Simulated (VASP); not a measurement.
# Te (C2/m) in VASP: further runs

Te is run at these levels: r2SCAN; tasks: single point.

Program: VASP 6.6.1. These are calculated values, not measurements. Logs are shortened: lines on timing, memory, paths and dates and some standing lists are left out, and cuts for length are marked.

**1. The cell of the first run**

It takes space group C2/m (No. 12, monoclinic). The conventional cell has a = 7.589 Å, b = 4.268 Å, c = 5.937 Å, α = 90.00°, β = 90.90°, γ = 90.00°. Within 4.0 Å of Te (site symmetry 2/m) lie 6 Te at 3.07 to 3.28 Å. Within 4.0 Å of Te (site symmetry m) lie 6 Te at 3.01 to 3.44 Å.

**2. Single point, r2SCAN**

File POSCAR:

```
Te
1.0
    3.7946491296     -2.1337846985      0.0000000000
    3.7946491296      2.1337846985      0.0000000000
   -0.0936580236      0.0000000000      5.9359814536
Te
3
Direct
    0.0000000000      0.0000000000      0.0000000000
    0.3094466100      0.3094466100      0.3388094900
    0.6905533900      0.6905533900      0.6611905100
```

File INCAR.step1:

```
SYSTEM = Te
PREC = Accurate ; ENCUT = 520
ISMEAR = -1 ; SIGMA = 0.05
LREAL = .FALSE. ; LASPH = .TRUE.
NELM = 60 ; NBANDS = 16
GGA = PE ; ALGO = Normal
EDIFF = 1E-4 ; LWAVE = .TRUE.
LCHARG = .FALSE.
```

File INCAR.step2:

```
SYSTEM = Te
PREC = Accurate ; ENCUT = 520
EDIFF = 1E-7 ; ISMEAR = -1
SIGMA = 0.05 ; LREAL = .FALSE.
LASPH = .TRUE. ; NELM = 60
ALGO = Normal ; ISIF = 2
LWAVE = .FALSE. ; LCHARG = .TRUE.
METAGGA = R2SCAN ; LMIXTAU = .TRUE.
LELF = .TRUE. ; LVHAR = .TRUE.
NBANDS = 16 ; ISTART = 1
```

File KPOINTS:

```
regular mesh
0
G
  7 7 5
  0 0 0
```

Potentials or basis: VASP PAW PBE potentials, release 64 (Te).

On the command line:

```bash
$ cat potpaw_PBE.64/Te/POTCAR > POTCAR
$ cp INCAR.step1 INCAR
$ mpirun -np 1 vasp_std > vasp.out
$ cp INCAR.step2 INCAR
$ mpirun -np 1 vasp_std > vasp.out
```

OUTCAR:

```text
SYSTEM = Te
   PREC = Accurate
   ENCUT = 520
   EDIFF = 1E-7
   ISMEAR = -1
   LREAL = .FALSE.
   LASPH = .TRUE.
   NELM = 60
   ISIF = 2
   METAGGA = R2SCAN
   ISTART = 1

 ion  position               nearest neighbor table
   1  0.000  0.000  0.000-   2 3.07   3 3.07   3 3.28   3 3.28   2 3.28   2 3.28
   2  0.309  0.309  0.339-   3 3.01   3 3.01   1 3.07   1 3.28   1 3.28   3 3.44
   3  0.691  0.691  0.661-   2 3.01   2 3.01   1 3.07   1 3.28   1 3.28   2 3.44

  LATTYP: Found a base centered monoclinic cell.
 ALAT       =     7.5892982592
 B/A-ratio  =     0.5623140969
 C/A-ratio  =     0.7822489081
 COS(beta)  =    -0.0157760547

  Lattice vectors:

 A1 = (   3.7946491296,  -2.1337846985,   0.0000000000)
 A2 = (   3.7946491296,   2.1337846985,   0.0000000000)
 A3 = (  -0.0936580236,   0.0000000000,   5.9359814536)

Analysis of symmetry for initial positions (statically):
=====================================================================
 Subroutine PRICEL returns:
 Original cell was already a primitive cell.

 Routine SETGRP: Setting up the symmetry group for a
 base centered monoclinic supercell.

 Subroutine GETGRP returns: Found  4 space group operations
 (whereof  4 operations were pure point group operations)
 out of a pool of  4 trial point group operations.

The static configuration has the point symmetry C_2h.

Analysis of symmetry for dynamics (positions and initial velocities):
=====================================================================
 Subroutine PRICEL returns:
 Original cell was already a primitive cell.

 Routine SETGRP: Setting up the symmetry group for a
 base centered monoclinic supercell.

 Subroutine GETGRP returns: Found  4 space group operations
 (whereof  4 operations were pure point group operations)
 out of a pool of  4 trial point group operations.

The dynamic configuration has the point symmetry C_2h.

 Subroutine INISYM returns: Found  4 space group operations
 (whereof  4 operations are pure point group operations),
 and found     1 'primitive' translations

----------------------------------------------------------------------------------------

                                     Primitive cell

  volume of cell :      96.1269

  direct lattice vectors                    reciprocal lattice vectors
     3.794649130 -2.133784698  0.000000000     0.131764488 -0.234325422  0.002078982
     3.794649130  2.133784698  0.000000000     0.131764488  0.234325422  0.002078982
    -0.093658024  0.000000000  5.935981454     0.000000000  0.000000000  0.168464138

  length of vectors
     4.353435328  4.353435328  5.936720277     0.268839368  0.268839368  0.168464138

  position of ions in fractional coordinates (direct lattice)
     0.000000000  0.000000000  0.000000000
     0.309446610  0.309446610  0.338809490
     0.690553390  0.690553390  0.661190510

  ion indices of the primitive-cell ions
   primitive index   ion index
                 1           1
                 2           2
                 3           3

----------------------------------------------------------------------------------------

 KPOINTS: regular mesh

Automatic generation of k-mesh.
 Grid dimensions read from file:
 generate k-points for:    7    7    5

 Generating k-lattice:

  Cartesian coordinates                     Fractional coordinates (reciprocal lattice)
     0.018823498 -0.033475060  0.000296997     0.142857143  0.000000000  0.000000000
     0.018823498  0.033475060  0.000296997     0.000000000  0.142857143  0.000000000
     0.000000000  0.000000000  0.033692828     0.000000000  0.000000000  0.200000000

  Length of vectors
     0.038405624  0.038405624  0.033692828

  Shift w.r.t. Gamma in fractional coordinates (k-lattice)
     0.000000000  0.000000000  0.000000000

 Subroutine IBZKPT returns following result:
 ===========================================

 Found     72 irreducible k-points:

 Following reciprocal coordinates:
            Coordinates               Weight
  0.000000  0.000000  0.000000      1.000000
  0.142857  0.000000 -0.000000      4.000000
  0.285714  0.000000  0.000000      4.000000
  0.428571  0.000000  0.000000      4.000000
  0.142857  0.142857  0.000000      2.000000
  0.285714  0.142857  0.000000      4.000000
[... 16 lines left out ...]
 -0.142857 -0.000000  0.200000      4.000000
  0.142857  0.142857  0.200000      2.000000
 [... further k-points ...]
   k-points           NKPTS =     72   k-points in BZ     NKDIM =     72   number of bands    NBANDS=     16
   number of dos      NEDOS =    301   number of ions     NIONS =      3
   total plane-waves  NPLWV =  49152
   dimension x,y,z NGX =    32 NGY =   32 NGZ =   48
   dimension x,y,z NGXF=    64 NGYF=   64 NGZF=   96
   ions per type =               3
   NGX,Y,Z   is equivalent  to a cutoff of  12.22, 12.22, 13.44 a.u.
   NGXF,Y,Z  is equivalent  to a cutoff of  24.44, 24.44, 26.88 a.u.
 SYSTEM =  Te
   PREC   = accura    normal or accurate (medium, high low for compatibility)
   ISTART =      1    job   : 0-new  1-cont  2-samecut
   ICHARG =      0    charge: 1-file 2-atom 10-const
   ISPIN  =      1    spin polarized calculation?
   LNONCOLLINEAR =      F non collinear calculations
   LSORBIT =      F    spin-orbit coupling
   LASPH  =      T    aspherical Exc in radial PAW
   ENCUT  =  520.0 eV  38.22 Ry    6.18 a.u.   8.09  8.09 11.04*2*pi/ulx,y,z
   NELM   =     60;   NELMIN=  2; NELMDL=  0     # of ELM steps
   EDIFF  = 0.1E-06   stopping-criterion for ELM
   LREAL  =      F    real-space projection
   EDIFFG = 0.1E-05   stopping-criterion for IOM
   NSW    =      0    number of steps for IOM
   IBRION =     -1    ionic relax: 0-MD 1-quasi-New 2-CG
   NFREE  =      0    steps in history (QN), initial steepest desc. (CG)
   ISIF   =      2    stress and relaxation
   ISYM   =      2    0-nonsym 1-usesym 2-fastsym
   POTIM  = 0.5000    time-step for ionic-motion
   TEBEG  =    0.0;   TEEND  =   0.0 temperature during run
   PSTRESS=    0.0 pullay stress
   NELECT =      18.0000    total number of electrons
   NUPDOWN=      -1.0000    fix difference up-down
   EMIN   =  10.00;   EMAX   =-10.00  energy-range for DOS
   EFERMI =   0.00;   METHOD = LEGACY
   ISMEAR =    -1;   SIGMA  =   0.05  broadening in eV -4-tet -1-fermi 0-gaus
   EFERMI_NEDOS =   21; number of points for ismear=-14 and -15
   IALGO  =     38    algorithm
   IMIX   =      4    mixing-type and parameters
     AMIX     =   0.40;   BMIX     =  1.00
     AMIX_MAG =   1.60;   BMIX_MAG =  1.00
  volume/ion in A,a.u.               =      32.04       216.23
  Fermi-wavevector in a.u.,A,eV,Ry     =   0.936593  1.769903 11.935110  0.877206
  Thomas-Fermi vector in A             =   2.063618
   LORBIT       =      0    0 simple, 1 ext, 2 COOP (PROOUT), +10 PAW based schemes
   METAGGA = R2SCAN    functional components
   LHFCALC =     F    Hartree Fock is set to
   AEXX    =    0.0000 exact exchange contribution
   IVDW    =     0    specifies the selected vdW correction
   LEPSILON=     F    determine dielectric tensor
   LRPA    =     F    only Hartree local field effects (RPA)
 non-spin polarized calculation
  energy-cutoff  :      520.00
  volume of cell :       96.13
 maximum number of plane-waves:      2606
   NGX = 17   NGY = 17   NGZ = 23

 number of electron      18.0000000 magnetization

 Free energy of the ion-electron system (eV)
  ---------------------------------------------------
  ext. energy  EPLUGINS =         0.00000000
  ---------------------------------------------------
  free energy    TOTEN  =       -76.01778654 eV

  energy without entropy =      -76.01144769  energy(sigma->0) =      -76.01461712

 E-fermi :   6.6516     XC(G=0):  -9.8268

 val. band max:        6.6299315330   @ k =   0.4286   0.2857   0.2000
 cond. band min:       6.6688709135   @ k =  -0.1429  -0.1429   0.2000
 fundamental gap:      0.0389393805
 Fermi energy:         6.6516244693

 k-point     1 :       0.0000    0.0000    0.0000
  band No.  band energies     occupation
      1      -7.8388      2.00000
      2      -4.3268      2.00000
      3      -4.1663      2.00000
      4       3.6231      2.00000
      5       3.6274      2.00000
      6       4.3191      2.00000
[... 8 lines left out ...]
     15      13.0182      0.00000
     16      13.0942      0.00000

 k-point     2 :       0.1429    0.0000   -0.0000
  band No.  band energies     occupation
      1      -7.6540      2.00000
      2      -4.3005      2.00000
      3      -4.1689      2.00000
      4       2.3162      2.00000
      5       3.0178      2.00000
      6       3.3966      2.00000
[... 8 lines left out ...]
     15      12.9371      0.00000
     16      13.5431      0.00000

 k-point     3 :       0.2857    0.0000    0.0000
  band No.  band energies     occupation
      1      -7.1166      2.00000
      2      -4.5596      2.00000
      3      -4.0483      2.00000
      4       1.3349      2.00000
      5       2.1260      2.00000
      6       2.6634      2.00000
[... 8 lines left out ...]
     15      13.6324      0.00000
     16      14.7540      0.00000

 k-point     4 :       0.4286    0.0000    0.0000
  band No.  band energies     occupation
      1      -6.2972      2.00000
      2      -5.3061      2.00000
      3      -3.8978      2.00000
      4       1.3765      2.00000
      5       1.6458      2.00000
      6       2.2617      2.00000
[... 8 lines left out ...]
     15      15.3251      0.00000
     16      16.1158      0.00000
[... 324 lines left out ...]
 k-point    22 :      -0.2857    0.0000    0.2000
  band No.  band energies     occupation
      1      -7.0099      2.00000
      2      -4.9666      2.00000
      3      -3.8611      2.00000
      4       2.0339      2.00000
      5       2.7590      2.00000
      6       2.7908      2.00000
[... 8 lines left out ...]
     15      13.1354      0.00000
     16      13.5494      0.00000

 k-point    23 :      -0.1429   -0.0000    0.2000
  band No.  band energies     occupation
      1      -7.5144      2.00000
      2      -5.3155      2.00000
      3      -3.1734      2.00000
      4       2.4495      2.00000
      5       3.4391      2.00000
      6       3.5788      2.00000
[... 8 lines left out ...]
     15      12.5011      0.00000
     16      12.9046      0.00000

 k-point    24 :       0.1429    0.1429    0.2000
  band No.  band energies     occupation
      1      -7.5172      2.00000
      2      -5.3715      2.00000
      3      -3.1113      2.00000
      4       2.3691      2.00000
      5       3.4153      2.00000
      6       3.9136      2.00000
[... 8 lines left out ...]
     15      12.5758      0.00000
     16      12.9968      0.00000

 [... further k-points ...]

------------------------ aborting loop because EDIFF is reached ----------------------------------------

  FORCE on cell =-STRESS in cart. coord.  units (eV):
  Direction    XX          YY          ZZ          XY          YZ          ZX
  --------------------------------------------------------------------------------------
  -------------------------------------------------------------------------------------
  Total        0.6296073      0.7327866      0.7512920      0.0000000      0.0000000     -0.0575159
  in kB       10.4938670     12.2135896     12.5220254      0.0000000      0.0000000     -0.9586358
  external PRESSURE =      11.7431607 kB  Pullay stress =       0.0000000 kB

 VOLUME and BASIS-vectors are now :
 -----------------------------------------------------------------------------
  energy-cutoff  :      520.00
  volume of cell :       96.13
      direct lattice vectors                 reciprocal lattice vectors
     3.794649130 -2.133784698  0.000000000     0.131764488 -0.234325422  0.002078982
     3.794649130  2.133784698  0.000000000     0.131764488  0.234325422  0.002078982
    -0.093658024  0.000000000  5.935981454     0.000000000  0.000000000  0.168464138

 POSITION                                       TOTAL-FORCE (eV/Angst)
 -----------------------------------------------------------------------------------
      0.00000      0.00000      0.00000         0.000000      0.000000      0.000000
      2.31675      0.00000      2.01117         0.067609      0.000000     -0.026779
      5.17889      0.00000      3.92481        -0.067609      0.000000      0.026779
 -----------------------------------------------------------------------------------
    total drift:                                0.000000     -0.000000     -0.000000

  FREE ENERGIE OF THE ION-ELECTRON SYSTEM (eV)
  ---------------------------------------------------
  free  energy   TOTEN  =       -76.0177865438 eV

  energy  without entropy=      -76.0114476867  energy(sigma->0) =      -76.01461712
```

It took 4.4 min on 1 thread of Intel Xeon Platinum 8259CL at 2.50GHz (Skylake/Cascade Lake), shared host; peak memory 0.27 GiB.

Results:

* Free energy: -76.0178 eV
* Pressure: 1.2 GPa
* Largest force: 0.073 eV/Å
* Band gap on the k mesh: zero (band 9 reaches 6.63 eV, above the bottom of band 10 at 6.61 eV)

Forces in eV/Å, atoms in the order of the input:
```
Te   0.000  0.000  0.000
Te   0.068  0.000 -0.027
Te  -0.068  0.000  0.027
```

Stress tensor (GPa, compression positive):
```
 1.05  0.00 -0.10
 0.00  1.22  0.00
-0.10  0.00  1.25
```

Caveat: the PAW data sets were made with another functional, which shifts forces and pressure a little; spin-orbit coupling is left out, which moves the levels of the heavy elements.

**3. Single point, r2SCAN**

This run uses another cell than the first one, of 33.35 Å³/atom, 1.041 times its volume.

File POSCAR:

```
Te
1.0
    3.8455900958     -2.1624295219      0.0000000000
    3.8455900958      2.1624295219      0.0000000000
   -0.0949153283      0.0000000000      6.0156685658
Te
3
Direct
    0.0000000000      0.0000000000      0.0000000000
    0.3094466100      0.3094466100      0.3388094900
    0.6905533900      0.6905533900      0.6611905100
```

File INCAR.step1:

```
PREC = Accurate
ENCUT = 520
ISMEAR = -1
SIGMA = 0.05
LREAL = F
LASPH = T
NELM = 80
NBANDS = 16
GGA = PE
ALGO = Normal
EDIFF = 1E-4
LWAVE = T
LCHARG = F
```

File INCAR.step2:

```
PREC = Accurate
ENCUT = 520
EDIFF = 1E-6
ISMEAR = -1
SIGMA = 0.05
LREAL = F
LASPH = T
NELM = 80
ALGO = Normal
ISIF = 2
LWAVE = F
LCHARG = F
METAGGA = R2SCAN
LMIXTAU = T
NBANDS = 16
ISTART = 1
```

File KPOINTS:

```
Automatic mesh
0
Gamma
  7 7 5
```

Potentials or basis: VASP PAW PBE potentials, release 64 (Te).

On the command line:

```bash
$ cat potpaw_PBE.64/Te/POTCAR > POTCAR
$ cp INCAR.step1 INCAR
$ mpirun -np 1 vasp_std > vasp.out
$ cp INCAR.step2 INCAR
$ mpirun -np 1 vasp_std > vasp.out
```

Wall time 4.5 min (1 thread of Intel Xeon Platinum 8259CL at 2.50GHz (Skylake/Cascade Lake), shared host); peak memory 0.3 GiB.

The run converged. Its results:

```
Free energy   : -76.0199 eV
Pressure      : -0.9 GPa
Largest force : 0.047 eV/Å
```

Forces in eV/Å, atoms in the order of the input:
```
Te   0.000  0.000  0.000
Te  -0.044  0.000  0.014
Te   0.044  0.000 -0.014
```

Stress tensor (GPa, compression positive):
```
-0.80  0.00 -0.09
 0.00 -0.76  0.00
-0.09  0.00 -1.26
```

Levels at points of the mesh, in eV from the Fermi level:
| k point | band 6 | band 7 | band 8 | band 9 | band 10 | band 11 | band 12 | band 13 |
| --- | --- | --- | --- | --- | --- | --- | --- | --- |
| (0.00, 0.00, 0.00) | -2.31 | -2.07 | -1.75 | -1.57 | 0.94 | 0.97 | 1.59 | 5.11 |

Caveat: the PAW data sets were made with another functional, which shifts forces and pressure a little; spin-orbit coupling is left out, which moves the levels of the heavy elements.

(Part 1 of 2 ends here.)
